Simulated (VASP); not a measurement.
# CO2 (I-42d) in VASP: notebook

The runs below take CO2 through single point, relaxation of cell and atoms, with r2SCAN, revPBE.

All numbers are computed with VASP 6.6.1; they aren't measurements. Logs are shortened: lines on timing, memory, paths and dates and some standing lists are left out, and cuts for length are marked.

### 1 The cell of the first run

It takes space group I-42d (No. 122, tetragonal). The conventional cell has a = 3.949 Å, b = 3.949 Å, c = 6.028 Å, α = 90.00°, β = 90.00°, γ = 90.00°. Within 1.9 Å of O (site symmetry 2) lie 2 C at 1.40 Å. Within 1.9 Å of C (site symmetry -4) lie 4 O at 1.40 Å.

### 2 Single point, r2SCAN

Input file POSCAR:

```
CO2
1.0
   -1.9747270000      1.9747270000      3.0140580000
    1.9747270000     -1.9747270000      3.0140580000
    1.9747270000      1.9747270000     -3.0140580000
O C
4 2
Direct
    0.8750000000      0.9597980000      0.5847980000
    0.3750000000      0.2902020000      0.4152020000
    0.0402020000      0.6250000000      0.9152020000
    0.7097980000      0.1250000000      0.0847980000
    0.0000000000      0.0000000000      0.0000000000
    0.7500000000      0.2500000000      0.5000000000
```

Input file INCAR.step1:

```
PREC = Accurate ; ENCUT = 520
ISMEAR = -1 ; SIGMA = 0.05
LREAL = False ; LASPH = True
NELM = 80 ; NBANDS = 25
GGA = PE ; ALGO = Normal
EDIFF = 1E-4 ; LWAVE = True
LCHARG = False
```

Input file INCAR.step2:

```
PREC = Accurate ; ENCUT = 520
EDIFF = 1E-7 ; ISMEAR = -1
SIGMA = 0.05 ; LREAL = False
LASPH = True ; NELM = 80
ALGO = Normal ; ISIF = 2
LWAVE = False ; LCHARG = True
METAGGA = R2SCAN ; LMIXTAU = True
LELF = True ; LVHAR = True
NBANDS = 25 ; ISTART = 1
```

Input file KPOINTS:

```
Automatic mesh
0
Gamma
  9 9 9
```

Potentials or basis: VASP PAW PBE potentials, release 64 (O, C).

Started as:

```
$ cat potpaw_PBE.64/O/POTCAR potpaw_PBE.64/C/POTCAR > POTCAR
$ cp INCAR.step1 INCAR
$ mpirun -np 1 vasp_std > vasp.out
$ cp INCAR.step2 INCAR
$ mpirun -np 1 vasp_std > vasp.out
```

OUTCAR:

```text
PREC = Accurate
   ENCUT = 520
   EDIFF = 1E-7
   ISMEAR = -1
   LREAL = False
   LASPH = True
   NELM = 80
   ISIF = 2
   METAGGA = R2SCAN
   ISTART = 1

 ion  position               nearest neighbor table
   1  0.875  0.960  0.585-   5 1.40   6 1.40
   2  0.375  0.290  0.415-   5 1.40   6 1.40
   3  0.040  0.625  0.915-   6 1.40   5 1.40
   4  0.710  0.125  0.085-   5 1.40   6 1.40
   5  0.000  0.000  0.000-   1 1.40   2 1.40   4 1.40   3 1.40
   6  0.750  0.250  0.500-   1 1.40   3 1.40   4 1.40   2 1.40

  LATTYP: Found a body centered tetragonal cell.
 ALAT       =     3.9494540000
 C/A-ratio  =     1.5263162959

  Lattice vectors:

 A1 = (  -1.9747270000,   1.9747270000,   3.0140580000)
 A2 = (   1.9747270000,  -1.9747270000,   3.0140580000)
 A3 = (   1.9747270000,   1.9747270000,  -3.0140580000)

Analysis of symmetry for initial positions (statically):
=====================================================================
 Subroutine PRICEL returns:
 Original cell was already a primitive cell.

 Routine SETGRP: Setting up the symmetry group for a
 body centered tetragonal supercell.

 Subroutine GETGRP returns: Found  8 space group operations
 (whereof  4 operations were pure point group operations)
 out of a pool of 16 trial point group operations.

The static configuration has the point symmetry S_4 .
 The point group associated with its full space group is D_2d.

Analysis of symmetry for dynamics (positions and initial velocities):
=====================================================================
 Subroutine PRICEL returns:
 Original cell was already a primitive cell.

 Routine SETGRP: Setting up the symmetry group for a
 body centered tetragonal supercell.

 Subroutine GETGRP returns: Found  8 space group operations
 (whereof  4 operations were pure point group operations)
 out of a pool of 16 trial point group operations.

The dynamic configuration has the point symmetry S_4 .
 The point group associated with its full space group is D_2d.

 Subroutine INISYM returns: Found  8 space group operations
 (whereof  4 operations are pure point group operations),
 and found     1 'primitive' translations

----------------------------------------------------------------------------------------

                                     Primitive cell

  volume of cell :      47.0138

  direct lattice vectors                    reciprocal lattice vectors
    -1.974727000  1.974727000  3.014058000     0.000000000  0.253199556  0.165889309
     1.974727000 -1.974727000  3.014058000     0.253199556  0.000000000  0.165889309
     1.974727000  1.974727000 -3.014058000     0.253199556  0.253199556  0.000000000

  length of vectors
     4.108970562  4.108970562  4.108970562     0.302703284  0.302703284  0.358078246

  position of ions in fractional coordinates (direct lattice)
     0.875000000  0.959798000  0.584798000
     0.375000000  0.290202000  0.415202000
     0.040202000  0.625000000  0.915202000
     0.709798000  0.125000000  0.084798000
     0.000000000  0.000000000  0.000000000
     0.750000000  0.250000000  0.500000000

  ion indices of the primitive-cell ions
   primitive index   ion index
                 1           1
                 2           2
                 3           3
                 4           4
                 5           5
                 6           6

----------------------------------------------------------------------------------------

 KPOINTS: Automatic mesh

Automatic generation of k-mesh.
 Grid dimensions read from file:
 generate k-points for:    9    9    9

 Generating k-lattice:

  Cartesian coordinates                     Fractional coordinates (reciprocal lattice)
     0.000000000  0.028133284  0.018432145     0.111111111 -0.000000000  0.000000000
     0.028133284  0.000000000  0.018432145    -0.000000000  0.111111111  0.000000000
     0.028133284  0.028133284  0.000000000     0.000000000  0.000000000  0.111111111

  Length of vectors
     0.033633698  0.033633698  0.039786472

  Shift w.r.t. Gamma in fractional coordinates (k-lattice)
     0.000000000  0.000000000  0.000000000

 Subroutine IBZKPT returns following result:
 ===========================================

 Found     75 irreducible k-points:

 Following reciprocal coordinates:
            Coordinates               Weight
  0.000000  0.000000  0.000000      1.000000
  0.111111 -0.000000  0.000000      8.000000
  0.222222 -0.000000  0.000000      8.000000
  0.333333 -0.000000  0.000000      8.000000
  0.444444 -0.000000  0.000000      8.000000
  0.111111  0.111111  0.000000      8.000000
[... 16 lines left out ...]
 -0.333333  0.333333  0.000000      4.000000
  0.444444  0.444444  0.000000      8.000000
 [... further k-points ...]
   k-points           NKPTS =     75   k-points in BZ     NKDIM =     75   number of bands    NBANDS=     25
   number of dos      NEDOS =    301   number of ions     NIONS =      6
   total plane-waves  NPLWV =  32768
   dimension x,y,z NGX =    32 NGY =   32 NGZ =   32
   dimension x,y,z NGXF=    64 NGYF=   64 NGZF=   64
   ions per type =               4   2
   NGX,Y,Z   is equivalent  to a cutoff of  12.95, 12.95, 12.95 a.u.
   NGXF,Y,Z  is equivalent  to a cutoff of  25.89, 25.89, 25.89 a.u.
 SYSTEM =  unknown system
   PREC   = accura    normal or accurate (medium, high low for compatibility)
   ISTART =      1    job   : 0-new  1-cont  2-samecut
   ICHARG =      0    charge: 1-file 2-atom 10-const
   ISPIN  =      1    spin polarized calculation?
   LNONCOLLINEAR =      F non collinear calculations
   LSORBIT =      F    spin-orbit coupling
   LASPH  =      T    aspherical Exc in radial PAW
   ENCUT  =  520.0 eV  38.22 Ry    6.18 a.u.   7.64  7.64  7.64*2*pi/ulx,y,z
   NELM   =     80;   NELMIN=  2; NELMDL=  0     # of ELM steps
   EDIFF  = 0.1E-06   stopping-criterion for ELM
   LREAL  =      F    real-space projection
   EDIFFG = 0.1E-05   stopping-criterion for IOM
   NSW    =      0    number of steps for IOM
   IBRION =     -1    ionic relax: 0-MD 1-quasi-New 2-CG
   NFREE  =      0    steps in history (QN), initial steepest desc. (CG)
   ISIF   =      2    stress and relaxation
   ISYM   =      2    0-nonsym 1-usesym 2-fastsym
   POTIM  = 0.5000    time-step for ionic-motion
   TEBEG  =    0.0;   TEEND  =   0.0 temperature during run
   PSTRESS=    0.0 pullay stress
   NELECT =      32.0000    total number of electrons
   NUPDOWN=      -1.0000    fix difference up-down
   EMIN   =  10.00;   EMAX   =-10.00  energy-range for DOS
   EFERMI =   0.00;   METHOD = LEGACY
   ISMEAR =    -1;   SIGMA  =   0.05  broadening in eV -4-tet -1-fermi 0-gaus
   EFERMI_NEDOS =   21; number of points for ismear=-14 and -15
   IALGO  =     38    algorithm
   IMIX   =      4    mixing-type and parameters
     AMIX     =   0.40;   BMIX     =  1.00
     AMIX_MAG =   1.60;   BMIX_MAG =  1.00
  volume/ion in A,a.u.               =       7.84        52.88
  Fermi-wavevector in a.u.,A,eV,Ry     =   1.440068  2.721333 28.215694  2.073795
  Thomas-Fermi vector in A             =   2.558853
   LORBIT       =      0    0 simple, 1 ext, 2 COOP (PROOUT), +10 PAW based schemes
   METAGGA = R2SCAN    functional components
   LHFCALC =     F    Hartree Fock is set to
   AEXX    =    0.0000 exact exchange contribution
   IVDW    =     0    specifies the selected vdW correction
   LEPSILON=     F    determine dielectric tensor
   LRPA    =     F    only Hartree local field effects (RPA)
 non-spin polarized calculation
  energy-cutoff  :      520.00
  volume of cell :       47.01
 maximum number of plane-waves:      1307
   NGX = 15   NGY = 15   NGZ = 15

 number of electron      32.0000003 magnetization

 Free energy of the ion-electron system (eV)
  ---------------------------------------------------
  ext. energy  EPLUGINS =         0.00000000
  ---------------------------------------------------
  free energy    TOTEN  =       -49.35058661 eV

  energy without entropy =      -49.35058661  energy(sigma->0) =      -49.35058661

 E-fermi :   2.7172     XC(G=0): -11.8501

 val. band max:        1.6071170950   @ k =  -0.4444   0.4444   0.4444
 cond. band min:      10.0270956631   @ k =   0.0000   0.0000   0.0000
 fundamental gap:      8.4199785681
 Fermi energy:         2.7172428250

 k-point     1 :       0.0000    0.0000    0.0000
  band No.  band energies     occupation
      1     -23.4399      2.00000
      2     -18.2531      2.00000
      3     -18.2531      2.00000
      4     -17.6268      2.00000
      5     -13.4304      2.00000
      6      -8.0954      2.00000
[... 17 lines left out ...]
     24      17.7772      0.00000
     25      17.7772      0.00000

 k-point     2 :       0.1111   -0.0000    0.0000
  band No.  band energies     occupation
      1     -23.3577      2.00000
      2     -18.4353      2.00000
      3     -18.2728      2.00000
      4     -17.7347      2.00000
      5     -13.1661      2.00000
      6      -8.0925      2.00000
[... 17 lines left out ...]
     24      17.7117      0.00000
     25      17.8797      0.00000

 k-point     3 :       0.2222   -0.0000    0.0000
  band No.  band energies     occupation
      1     -23.1235      2.00000
      2     -18.9868      2.00000
      3     -18.3172      2.00000
      4     -17.8706      2.00000
      5     -12.5720      2.00000
      6      -8.1089      2.00000
[... 17 lines left out ...]
     24      17.4496      0.00000
     25      17.9126      0.00000

 k-point     4 :       0.3333   -0.0000    0.0000
  band No.  band energies     occupation
      1     -22.7850      2.00000
      2     -19.6713      2.00000
      3     -18.3572      2.00000
      4     -17.9634      2.00000
      5     -11.9781      2.00000
      6      -8.1183      2.00000
[... 17 lines left out ...]
     24      17.1351      0.00000
     25      17.6347      0.00000
[... 477 lines left out ...]
 k-point    22 :      -0.4444    0.3333    0.0000
  band No.  band energies     occupation
      1     -22.1285      2.00000
      2     -20.5754      2.00000
      3     -18.3923      2.00000
      4     -18.1745      2.00000
      5     -10.9824      2.00000
      6      -9.4474      2.00000
[... 17 lines left out ...]
     24      16.8091      0.00000
     25      17.9286      0.00000

 k-point    23 :      -0.3333    0.3333    0.0000
  band No.  band energies     occupation
      1     -22.4775      2.00000
      2     -20.1081      2.00000
      3     -18.3779      2.00000
      4     -18.0689      2.00000
      5     -11.4796      2.00000
      6      -9.2237      2.00000
[... 17 lines left out ...]
     24      16.7380      0.00000
     25      18.2919      0.00000

 k-point    24 :       0.4444    0.4444    0.0000
  band No.  band energies     occupation
      1     -21.4599      2.00000
      2     -21.3295      2.00000
      3     -18.3487      2.00000
      4     -18.3038      2.00000
      5     -10.2553      2.00000
      6     -10.0407      2.00000
[... 17 lines left out ...]
     24      17.3135      0.00000
     25      17.6320      0.00000

 [... further k-points ...]
[... 5 lines left out ...]
  --------------------------------------------------------------------------------------
  -------------------------------------------------------------------------------------
  Total       -1.5578149     -1.5578149     -2.0240369      0.0000000     -0.0000000      0.0000000
  in kB      -53.0885329    -53.0885329    -68.9768386      0.0000000     -0.0000000      0.0000000
  external PRESSURE =     -58.3846348 kB  Pullay stress =       0.0000000 kB

 VOLUME and BASIS-vectors are now :
 -----------------------------------------------------------------------------
  energy-cutoff  :      520.00
  volume of cell :       47.01
      direct lattice vectors                 reciprocal lattice vectors
    -1.974727000  1.974727000  3.014058000     0.000000000  0.253199556  0.165889309
     1.974727000 -1.974727000  3.014058000     0.253199556  0.000000000  0.165889309
     1.974727000  1.974727000 -3.014058000     0.253199556  0.253199556  0.000000000

 POSITION                                       TOTAL-FORCE (eV/Angst)
 -----------------------------------------------------------------------------------
      1.32227      0.98736      3.76757         0.148759     -0.000000     -0.000000
      0.65246      0.98736      0.75351        -0.148759      0.000000      0.000000
      2.96209      0.65246     -0.75351        -0.000000     -0.148759      0.000000
     -0.98736      1.32227      2.26054        -0.000000      0.148759     -0.000000
      0.00000      0.00000      0.00000        -0.000000      0.000000      0.000000
     -0.00000      1.97473      1.50703        -0.000000     -0.000000     -0.000000
 -----------------------------------------------------------------------------------
    total drift:                                0.000001      0.000001      0.000000

  FREE ENERGIE OF THE ION-ELECTRON SYSTEM (eV)
  ---------------------------------------------------
  free  energy   TOTEN  =       -49.3505866109 eV

  energy  without entropy=      -49.3505866109  energy(sigma->0) =      -49.35058661
```

Run time: 8.8 min. Hardware: 1 thread of Oxide Virtual Turin-like, shared host; peak memory 0.18 GiB.

Results:

```yaml
Free_energy: -49.3506 eV
Pressure: -5.8 GPa
Largest_force: 0.149 eV/Å
Band_gap_on_the_k_mesh: 8.42 eV, indirect (least direct gap 8.83 eV)
```

Forces in eV/Å, atoms in the order of the input:
```
O    0.149  0.000  0.000
O   -0.149  0.000  0.000
O    0.000 -0.149  0.000
O    0.000  0.149  0.000
C    0.000  0.000  0.000
C    0.000  0.000  0.000
```

Caveat: the PAW data sets were made with another functional, which shifts forces and pressure a little.

### 3 Relaxation of cell and atoms, revPBE

Input file INCAR:

```
SYSTEM = CO2
PREC = Accurate
ENCUT = 600
EDIFF = 1E-7
ISMEAR = -1
SIGMA = 0.05
LREAL = .FALSE.
LASPH = .TRUE.
NELM = 100
ALGO = Normal
ISIF = 3
LWAVE = .FALSE.
LCHARG = .FALSE.
GGA = RE
IBRION = 2
NSW = 60
EDIFFG = -0.01
```

Input file KPOINTS:

```
regular mesh
0
G
  9 9 9
  0 0 0
```

POSCAR is that of step 2.

Potentials or basis: VASP PAW PBE potentials, release 64 (O, C).

Started as:

```
$ cat potpaw_PBE.64/O/POTCAR potpaw_PBE.64/C/POTCAR > POTCAR
$ mpirun -np 1 vasp_std > vasp.out
```

Wall time 12 min (1 thread of Oxide Virtual Turin-like, shared host); peak memory 0.2 GiB.

Results (log left out):

| Item | Value |
| --- | --- |
| Free energy | -41.2665 eV |
| Relaxed volume | 8.03 Å³/atom |
| Relaxed cell | a = 4.130 Å, b = 4.130 Å, c = 4.130 Å, α = 122.05°, β = 122.05°, γ = 86.49° |
| Space group after relaxing (to 0.05 Å) | I-42d (No. 122) |
| Energy gained by relaxing | 2.6 meV/atom |
| Ionic steps | 7 |
| Pressure after relaxing | 0.2 GPa |
| Largest force after relaxing | 0.009 eV/Å |
| Band gap on the k mesh | 7.66 eV, indirect (least direct gap 8.03 eV) |

Forces on the atoms (eV/Å):
```
O   -0.009  0.000  0.000
O    0.009  0.000  0.000
O    0.000  0.009  0.000
O    0.000 -0.009  0.000
C    0.000  0.000  0.000
C    0.000  0.000  0.000
```

Step by step:
```
step  energy change (eV)  largest force (eV/Å)  pressure (GPa)  volume (Å³)
   1              0.0000                0.1710            4.54        47.01
   2              0.0061                0.4459           -4.67        48.54
   3             -0.0109                0.1102            0.28        47.68
   4             -0.0130                0.0719            0.13        47.85
   5             -0.0150                0.0116           -0.17        48.23
   6             -0.0155                0.0103            0.01        48.20
   7             -0.0157                0.0093            0.15        48.17
```

Final structure:
```
O C
1.0
    -2.00080    2.00080    3.00845
     2.00080   -2.00080    3.00845
     2.00080    2.00080   -3.00845
O C
4 2
Direct
  0.87500 0.96252 0.58752
  0.37500 0.28748 0.41248
  0.03748 0.62500 0.91248
  0.71252 0.12500 0.08752
  0.00000 0.00000 0.00000
  0.75000 0.25000 0.50000
```

Levels at points of the mesh, in eV from the valence-band top:
```
           k point  band 14  band 15  band 16  band 17  band 18  band 19
(0.00, 0.00, 0.00)    -0.86    -0.86    -0.44     7.66     8.82     9.06
```

Caveat: the PAW data sets were made with another functional, which shifts forces and pressure a little.
